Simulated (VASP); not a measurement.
# AlN (AlN (P6_3mc)) in VASP: notebook, part 2 of 2

VASP 6.6.1. Earlier steps stand in the parts before.

## Step 4: Single point, PBE

This run uses another cell than the first one: it holds 16 atoms, not 4.

The input, INCAR:

```
PREC     = Accurate       # precision mode
ENCUT    = 520            # plane-wave cutoff, eV
EDIFF    = 1E-7           # SCF threshold, eV
ISMEAR   = -1             # smearing method
SIGMA    = 0.01           # smearing width, eV
LREAL    = Auto         
LASPH    = T              # aspherical terms in the spheres
NELM     = 60             # most SCF steps
ALGO     = Normal         # electronic algorithm
ISIF     = 2              # what is computed and relaxed
LWAVE    = F              # write WAVECAR
LCHARG   = F              # write CHGCAR
GGA      = PE             # functional
NBANDS   = 46             # bands
```

The input, KPOINTS:

```
Automatic mesh
0
Gamma
  2 2 4
  0.5 0.5 0.5
```

The input, POSCAR:

```
AlN
1.0
    6.2595139102      0.0000000601      0.0000000000
   -3.1297570100      5.4208980298      0.0000000000
    0.0000000000      0.0000000000      5.0174032950
Al N
8 8
Direct
    0.3335524029      0.1664661886      0.5000247806
    0.3335524029      0.6664661886      0.5000247806
    0.8335524029      0.1664661886      0.5000247806
    0.8335524029      0.6664661886      0.5000247806
    0.1664661886      0.3335524029      0.0000247806
    0.1664661886      0.8335524029      0.0000247806
    0.6664661886      0.3335524029      0.0000247806
    0.6664661886      0.8335524029      0.0000247806
    0.3319615438      0.1680198647      0.8799752194
    0.1680198647      0.3319615438      0.3799752194
    0.3319615438      0.6680198647      0.8799752194
    0.1680198647      0.8319615438      0.3799752194
    0.8319615438      0.1680198647      0.8799752194
    0.6680198647      0.3319615438      0.3799752194
    0.8319615438      0.6680198647      0.8799752194
    0.6680198647      0.8319615438      0.3799752194
```

Potentials or basis: VASP PAW PBE potentials, release 64 (Al, N).

The run is started by

```console
$ cat potpaw_PBE.64/Al/POTCAR potpaw_PBE.64/N/POTCAR > POTCAR
$ mpirun -np 1 vasp_std > vasp.out
```

OUTCAR:

```text
PREC = Accurate
   ENCUT = 520
   EDIFF = 1E-7
   ISMEAR = -1
   LREAL = Auto
   LASPH = T
   NELM = 60
   ISIF = 2
   GGA = PE

 ion  position               nearest neighbor table
   1  0.334  0.166  0.500-  10 1.89   9 1.91  14 1.91  12 1.91   6 3.09   6 3.09   7 3.09   7 3.09
                             5 3.09   5 3.09   4 3.13   4 3.13   2 3.13   2 3.13   3 3.13   3 3.13
   2  0.334  0.666  0.500-  12 1.89  11 1.91  16 1.91  10 1.91   5 3.09   5 3.09   8 3.09   8 3.09
                             6 3.09   6 3.09   3 3.13   3 3.13   1 3.13   1 3.13   4 3.13   4 3.13
   3  0.834  0.166  0.500-  14 1.89  13 1.91  10 1.91  16 1.91   8 3.09   8 3.09   5 3.09   5 3.09
                             7 3.09   7 3.09   2 3.13   2 3.13   4 3.13   4 3.13   1 3.13   1 3.13
   4  0.834  0.666  0.500-  16 1.89  15 1.91  12 1.91  14 1.91   7 3.09   7 3.09   6 3.09   6 3.09
                             8 3.09   8 3.09   1 3.13   1 3.13   3 3.13   3 3.13   2 3.13   2 3.13
   5  0.166  0.334  0.000-   9 1.89  10 1.91  11 1.91  13 1.91   2 3.09   2 3.09   3 3.09   3 3.09
                             1 3.09   1 3.09   8 3.13   8 3.13   6 3.13   6 3.13   7 3.13   7 3.13
   6  0.166  0.834  0.000-  11 1.89  12 1.91   9 1.91  15 1.91   1 3.09   1 3.09   4 3.09   4 3.09
                             2 3.09   2 3.09   7 3.13   7 3.13   5 3.13   5 3.13   8 3.13   8 3.13
   7  0.666  0.334  0.000-  13 1.89  14 1.91  15 1.91   9 1.91   4 3.09   4 3.09   1 3.09   1 3.09
                             3 3.09   3 3.09   6 3.13   6 3.13   8 3.13   8 3.13   5 3.13   5 3.13
   8  0.666  0.834  0.000-  15 1.89  16 1.91  13 1.91  11 1.91   3 3.09   3 3.09   2 3.09   2 3.09
                             4 3.09   4 3.09   5 3.13   5 3.13   7 3.13   7 3.13   6 3.13   6 3.13
   9  0.332  0.168  0.880-   5 1.89   1 1.91   6 1.91   7 1.91
[... 14 lines left out ...]
 A1 = (   6.2595139102,   0.0000000601,   0.0000000000)
 A2 = (  -3.1297570100,   5.4208980298,   0.0000000000)
 A3 = (   0.0000000000,   0.0000000000,   5.0174032950)

Analysis of symmetry for initial positions (statically):
=====================================================================
 Subroutine PRICEL returns following result:

  LATTYP: Found a hexagonal cell.
 ALAT       =     3.1297569551
 C/A-ratio  =     1.6031287308

  Lattice vectors:

 A1 = (   3.1297569551,   0.0000000301,   0.0000000000)
 A2 = (  -1.5648785050,   2.7104490149,   0.0000000000)
 A3 = (   0.0000000000,   0.0000000000,   5.0174032950)

   4 primitive cells build up your supercell.

 Routine SETGRP: Setting up the symmetry group for a
 hexagonal supercell.

 Subroutine GETGRP returns: Found  2 space group operations
 (whereof  1 operations were pure point group operations)
 out of a pool of 24 trial point group operations.

The static configuration has the point symmetry C_1 .
 The point group associated with its full space group is C_1h.

Analysis of symmetry for dynamics (positions and initial velocities):
=====================================================================
 Subroutine PRICEL returns following result:

  LATTYP: Found a hexagonal cell.
 ALAT       =     3.1297569551
 C/A-ratio  =     1.6031287308

  Lattice vectors:

 A1 = (   3.1297569551,   0.0000000301,   0.0000000000)
 A2 = (  -1.5648785050,   2.7104490149,   0.0000000000)
 A3 = (   0.0000000000,   0.0000000000,   5.0174032950)

   4 primitive cells build up your supercell.

 Routine SETGRP: Setting up the symmetry group for a
 hexagonal supercell.

 Subroutine GETGRP returns: Found  2 space group operations
[... 80 lines left out ...]
   number of dos      NEDOS =    301   number of ions     NIONS =     16
   total plane-waves  NPLWV =  92160
   dimension x,y,z NGX =    48 NGY =   48 NGZ =   40
   dimension x,y,z NGXF=    96 NGYF=   96 NGZF=   80
   ions per type =               8   8
   NGX,Y,Z   is equivalent  to a cutoff of  12.75, 12.75, 13.25 a.u.
   NGXF,Y,Z  is equivalent  to a cutoff of  25.50, 25.50, 26.51 a.u.
 SYSTEM =  unknown system
   PREC   = accura    normal or accurate (medium, high low for compatibility)
   ISTART =      0    job   : 0-new  1-cont  2-samecut
   ICHARG =      2    charge: 1-file 2-atom 10-const
   ISPIN  =      1    spin polarized calculation?
   LNONCOLLINEAR =      F non collinear calculations
   LSORBIT =      F    spin-orbit coupling
   LASPH  =      T    aspherical Exc in radial PAW
   ENCUT  =  520.0 eV  38.22 Ry    6.18 a.u.  11.64 11.64  9.33*2*pi/ulx,y,z
   NELM   =     60;   NELMIN=  2; NELMDL= -5     # of ELM steps
   EDIFF  = 0.1E-06   stopping-criterion for ELM
   LREAL  =      T    real-space projection
   EDIFFG = 0.1E-05   stopping-criterion for IOM
   NSW    =      0    number of steps for IOM
   IBRION =     -1    ionic relax: 0-MD 1-quasi-New 2-CG
   NFREE  =      0    steps in history (QN), initial steepest desc. (CG)
   ISIF   =      2    stress and relaxation
   ISYM   =      2    0-nonsym 1-usesym 2-fastsym
   POTIM  = 0.5000    time-step for ionic-motion
   TEBEG  =    0.0;   TEEND  =   0.0 temperature during run
   PSTRESS=    0.0 pullay stress
   NELECT =      64.0000    total number of electrons
   NUPDOWN=      -1.0000    fix difference up-down
   EMIN   =  10.00;   EMAX   =-10.00  energy-range for DOS
   EFERMI =   0.00;   METHOD = LEGACY
   ISMEAR =    -1;   SIGMA  =   0.01  broadening in eV -4-tet -1-fermi 0-gaus
   EFERMI_NEDOS =   21; number of points for ismear=-14 and -15
   IALGO  =     38    algorithm
   IMIX   =      4    mixing-type and parameters
     AMIX     =   0.40;   BMIX     =  1.00
     AMIX_MAG =   1.60;   BMIX_MAG =  1.00
  volume/ion in A,a.u.               =      10.64        71.81
  Fermi-wavevector in a.u.,A,eV,Ry     =   1.181511  2.232733 18.993310  1.395969
  Thomas-Fermi vector in A             =   2.317783
   LORBIT       =      0    0 simple, 1 ext, 2 COOP (PROOUT), +10 PAW based schemes
   GGA     = PE    functional components
   LHFCALC =     F    Hartree Fock is set to
   AEXX    =    0.0000 exact exchange contribution
   IVDW    =     0    specifies the selected vdW correction
   LEPSILON=     F    determine dielectric tensor
   LRPA    =     F    only Hartree local field effects (RPA)
 non-spin polarized calculation
  energy-cutoff  :      520.00
  volume of cell :      170.25
 maximum number of plane-waves:      4585
 NGX is ok and might be reduce to    48

 number of electron      63.9999993 magnetization

 Free energy of the ion-electron system (eV)
  ---------------------------------------------------
  ext. energy  EPLUGINS =         0.00000000
  ---------------------------------------------------
  free energy    TOTEN  =      -119.15038215 eV

  energy without entropy =     -119.15038215  energy(sigma->0) =     -119.15038215

 E-fermi :   5.9981     XC(G=0): -10.8298

 val. band max:        5.7344074194   @ k =  -0.2500  -0.0000   0.1250
 cond. band min:      11.0225543936   @ k =  -0.2500   0.2500   0.1250
 fundamental gap:      5.2881469743
 Fermi energy:         5.9980921946

 k-point     1 :       0.2500    0.2500    0.1250
  band No.  band energies     occupation
      1      -8.4927      2.00000
      2      -7.8576      2.00000
      3      -7.8576      2.00000
      4      -6.8276      2.00000
      5      -6.8232      2.00000
      6      -6.5752      2.00000
[... 647 lines left out ...]
     43      14.9338      0.00000
     44      15.0723      0.00000
 [bands above 44 left out]

------------------------ aborting loop because EDIFF is reached ----------------------------------------

  FORCE on cell =-STRESS in cart. coord.  units (eV):
  Direction    XX          YY          ZZ          XY          YZ          ZX
  --------------------------------------------------------------------------------------
  -------------------------------------------------------------------------------------
  Total       -0.0331217     -1.0292145      0.6838673     -0.8626416     -0.0037472     -0.0021634
  in kB       -0.3116968     -9.6855799      6.4356377     -8.1180205     -0.0352634     -0.0203593
  external PRESSURE =      -1.1872130 kB  Pullay stress =       0.0000000 kB

 VOLUME and BASIS-vectors are now :
 -----------------------------------------------------------------------------
  energy-cutoff  :      520.00
  volume of cell :      170.25
      direct lattice vectors                 reciprocal lattice vectors
     6.259513910  0.000000060  0.000000000     0.159756813  0.092235641  0.000000000
    -3.129757010  5.420898030  0.000000000    -0.000000002  0.184471279  0.000000000
     0.000000000  0.000000000  5.017403295     0.000000000  0.000000000  0.199306283

 POSITION                                       TOTAL-FORCE (eV/Angst)
 -----------------------------------------------------------------------------------
      1.56688      0.90240      2.50883         0.115934     -0.068773     -0.087610
      0.00200      3.61285      2.50883         0.115934     -0.068773     -0.087610
      4.69663      0.90240      2.50883         0.115934     -0.068773     -0.087610
      3.13176      3.61285      2.50883         0.115934     -0.068773     -0.087610
     -0.00194      1.80815      0.00012        -0.117526      0.066015     -0.087610
     -1.56682      4.51860      0.00012        -0.117526      0.066015     -0.087610
[... 8 lines left out ...]
      3.11694      3.62127      4.41519         0.179992     -0.102079      0.087610
      1.57764      4.50998      1.90649        -0.178399      0.104838      0.087610
 -----------------------------------------------------------------------------------
    total drift:                               -0.000287     -0.000497      0.015227

  FREE ENERGIE OF THE ION-ELECTRON SYSTEM (eV)
  ---------------------------------------------------
  free  energy   TOTEN  =      -119.1503821486 eV

  energy  without entropy=     -119.1503821486  energy(sigma->0) =     -119.15038215
```

Wall time 99 s (1 thread of Intel Xeon 6975P-C (Granite Rapids), shared host); peak memory 0.32 GiB.

Results:

```
Free energy            : -119.1504 eV
Pressure               : -0.1 GPa
Largest force          : 0.225 eV/Å
Band gap on the k mesh : 5.29 eV
```

Forces in eV/Å, atoms in the order of the input:
```
Al   0.116 -0.069 -0.088
Al   0.116 -0.069 -0.088
Al   0.116 -0.069 -0.088
Al   0.116 -0.069 -0.088
Al  -0.118  0.066 -0.088
Al  -0.118  0.066 -0.088
Al  -0.118  0.066 -0.088
Al  -0.118  0.066 -0.088
N    0.180 -0.102  0.088
N   -0.178  0.105  0.088
N    0.180 -0.102  0.088
N   -0.178  0.105  0.088
N    0.180 -0.102  0.088
N   -0.178  0.105  0.088
N    0.180 -0.102  0.088
N   -0.178  0.105  0.088
```

Stress tensor (GPa, compression positive):
```
-0.03 -0.81  0.00
-0.81 -0.97  0.00
 0.00  0.00  0.64
```

Levels at points of the mesh, in eV from the valence-band top:
```
           k point  band 28  band 29  band 30  band 31  band 32  band 33  band 34  band 35  band 36  band 37
(0.25, 0.25, 0.12)    -0.79    -0.49    -0.49    -0.38    -0.11     5.62     6.22     6.65     6.65     7.28
```

Caveat: the k points lie up to 0.58 Å⁻¹ apart.

## Step 5: Single point, HSE06

This run uses another cell than the first one: it holds 16 atoms, not 4.

POSCAR is that of step 4.

The input, INCAR.step1:

```
ALGO     = Normal         # electronic algorithm
EDIFF    = 1E-5           # SCF threshold, eV
ENCUT    = 520            # plane-wave cutoff, eV
GGA      = PE             # functional
ISIF     = 2              # what is computed and relaxed
ISMEAR   = -1             # smearing method
LASPH    = T              # aspherical terms in the spheres
LCHARG   = F              # write CHGCAR
LREAL    = Auto         
LWAVE    = T              # write WAVECAR
NBANDS   = 46             # bands
NELM     = 80             # most SCF steps
PREC     = Accurate       # precision mode
SIGMA    = 0.01           # smearing width, eV
```

The input, INCAR.step2:

```
ALGO     = Normal         # electronic algorithm
EDIFF    = 1E-6           # SCF threshold, eV
ENCUT    = 520            # plane-wave cutoff, eV
GGA      = PE             # functional
HFSCREEN = 0.2079         # screening, 1/A
ISIF     = 2              # what is computed and relaxed
ISMEAR   = -1             # smearing method
ISTART   = 1            
LASPH    = T              # aspherical terms in the spheres
LCHARG   = F              # write CHGCAR
LHFCALC  = T              # exact exchange
LREAL    = Auto         
LWAVE    = F              # write WAVECAR
NBANDS   = 46             # bands
NELM     = 80             # most SCF steps
PREC     = Accurate       # precision mode
PRECFOCK = Fast         
SIGMA    = 0.01           # smearing width, eV
```

The input, KPOINTS:

```
Automatic mesh
0
Gamma
  1 1 2
  0.25 0.25 0.25
```

Potentials or basis: VASP PAW PBE potentials, release 64 (Al, N).

The run is started by

```console
$ cat potpaw_PBE.64/Al/POTCAR potpaw_PBE.64/N/POTCAR > POTCAR
$ cp INCAR.step1 INCAR
$ mpirun -np 1 vasp_std > vasp.out
$ cp INCAR.step2 INCAR
$ mpirun -np 1 vasp_std > vasp.out
```

OUTCAR:

```text
EDIFF = 1E-6
   ENCUT = 520
   GGA = PE
   HFSCREEN = 0.2079
   ISIF = 2
   ISMEAR = -1
   ISTART = 1
   LASPH = T
   LHFCALC = T
   LREAL = Auto
   NELM = 80
   PREC = Accurate
   PRECFOCK = Fast

 ion  position               nearest neighbor table
   1  0.334  0.166  0.500-  10 1.89   9 1.91  14 1.91  12 1.91   6 3.09   6 3.09   7 3.09   7 3.09
                             5 3.09   5 3.09   4 3.13   4 3.13   2 3.13   2 3.13   3 3.13   3 3.13
   2  0.334  0.666  0.500-  12 1.89  11 1.91  16 1.91  10 1.91   5 3.09   5 3.09   8 3.09   8 3.09
                             6 3.09   6 3.09   3 3.13   3 3.13   1 3.13   1 3.13   4 3.13   4 3.13
   3  0.834  0.166  0.500-  14 1.89  13 1.91  10 1.91  16 1.91   8 3.09   8 3.09   5 3.09   5 3.09
                             7 3.09   7 3.09   2 3.13   2 3.13   4 3.13   4 3.13   1 3.13   1 3.13
   4  0.834  0.666  0.500-  16 1.89  15 1.91  12 1.91  14 1.91   7 3.09   7 3.09   6 3.09   6 3.09
                             8 3.09   8 3.09   1 3.13   1 3.13   3 3.13   3 3.13   2 3.13   2 3.13
   5  0.166  0.334  0.000-   9 1.89  10 1.91  11 1.91  13 1.91   2 3.09   2 3.09   3 3.09   3 3.09
                             1 3.09   1 3.09   8 3.13   8 3.13   6 3.13   6 3.13   7 3.13   7 3.13
   6  0.166  0.834  0.000-  11 1.89  12 1.91   9 1.91  15 1.91   1 3.09   1 3.09   4 3.09   4 3.09
[... 597 lines left out ...]
     43      15.4623      0.00000
     44      15.5208      0.00000
 [bands above 44 left out]

------------------------ aborting loop because EDIFF is reached ----------------------------------------

  FORCE on cell =-STRESS in cart. coord.  units (eV):
  Direction    XX          YY          ZZ          XY          YZ          ZX
  --------------------------------------------------------------------------------------
  -------------------------------------------------------------------------------------
  Total       -8.4086249     -7.4304463     -2.8073253      0.8471274     -0.0036450     -0.0021045
  in kB      -79.1306441    -69.9253462    -26.4187619      7.9720215     -0.0343018     -0.0198043
  external PRESSURE =     -58.4915841 kB  Pullay stress =       0.0000000 kB

 VOLUME and BASIS-vectors are now :
 -----------------------------------------------------------------------------
  energy-cutoff  :      520.00
  volume of cell :      170.25
      direct lattice vectors                 reciprocal lattice vectors
     6.259513910  0.000000060  0.000000000     0.159756813  0.092235641  0.000000000
    -3.129757010  5.420898030  0.000000000    -0.000000002  0.184471279  0.000000000
     0.000000000  0.000000000  5.017403295     0.000000000  0.000000000  0.199306283

 POSITION                                       TOTAL-FORCE (eV/Angst)
 -----------------------------------------------------------------------------------
      1.56688      0.90240      2.50883         0.114234     -0.067812      0.018799
      0.00200      3.61285      2.50883         0.114234     -0.067812      0.018799
      4.69663      0.90240      2.50883         0.114234     -0.067812      0.018799
      3.13176      3.61285      2.50883         0.114234     -0.067812      0.018799
     -0.00194      1.80815      0.00012        -0.115844      0.065024      0.018799
     -1.56682      4.51860      0.00012        -0.115844      0.065024      0.018799
[... 8 lines left out ...]
      3.11694      3.62127      4.41519         0.183178     -0.103899     -0.018799
      1.57764      4.50998      1.90649        -0.181568      0.106687     -0.018799
 -----------------------------------------------------------------------------------
    total drift:                               -0.000246     -0.000426      0.026446

  FREE ENERGIE OF THE ION-ELECTRON SYSTEM (eV)
  ---------------------------------------------------
  free  energy   TOTEN  =      -141.1790255649 eV

  energy  without entropy=     -141.1790255649  energy(sigma->0) =     -141.17902556
```

It took 23 min on 1 thread of Intel Xeon 6975P-C (Granite Rapids), shared host; peak memory 0.43 GiB.

Results:

- Free energy: -141.1790 eV
- Pressure: -5.8 GPa
- Largest force: 0.211 eV/Å
- Band gap on the k mesh: 7.09 eV

Forces in eV/Å, atoms in the order of the input:
```
Al   0.114 -0.068  0.019
Al   0.114 -0.068  0.019
Al   0.114 -0.068  0.019
Al   0.114 -0.068  0.019
Al  -0.116  0.065  0.019
Al  -0.116  0.065  0.019
Al  -0.116  0.065  0.019
Al  -0.116  0.065  0.019
N    0.183 -0.104 -0.019
N   -0.182  0.107 -0.019
N    0.183 -0.104 -0.019
N   -0.182  0.107 -0.019
N    0.183 -0.104 -0.019
N   -0.182  0.107 -0.019
N    0.183 -0.104 -0.019
N   -0.182  0.107 -0.019
```

Caveat: the k points lie up to 1.16 Å⁻¹ apart; the PAW data sets were made with another functional, which shifts forces and pressure a little.

## Step 6: The runs side by side

```tsv
level	cell	k mesh	smearing	grid for exact exchange (PRECFOCK)	screening parameter	gap on the mesh (eV)	pressure (GPa)	largest force (eV/Å)
PBE	a = 3.130, b = 3.130, c = 5.017 Å, angles 90.0, 90.0, 120.0°, 4 atoms	2 × 2 × 2, shifted	gaussian 0.01 eV	-	-	5.74	-0.6	0.21
r2SCAN	a = 3.130, b = 3.130, c = 10.035 Å, angles 90.0, 90.0, 120.0°, 8 atoms	2 × 2 × 1, shifted	fermi-dirac 0.01 eV	-	-	6.38	-5.4	0.21
PBE	a = 6.260, b = 6.260, c = 5.017 Å, angles 90.0, 90.0, 120.0°, 16 atoms	2 × 2 × 4, shifted	fermi-dirac 0.01 eV	-	-	5.29	-0.1	0.22
HSE06	a = 6.260, b = 6.260, c = 5.017 Å, angles 90.0, 90.0, 120.0°, 16 atoms	1 × 1 × 2, shifted	fermi-dirac 0.01 eV	Fast	0.2079 1/Å	7.09	-5.8	0.21
```

Alike in all rows: task single point; potentials or basis VASP PAW PBE potentials, release 64 (Al, N); no spin polarisation; cutoff (eV) 520.

Caveats: all runs use coarse meshes; the PAW data sets were made with another functional, which shifts forces and pressure a little (some runs).

Total energies depend on the potentials used, so only differences within one code and one set of settings carry meaning.
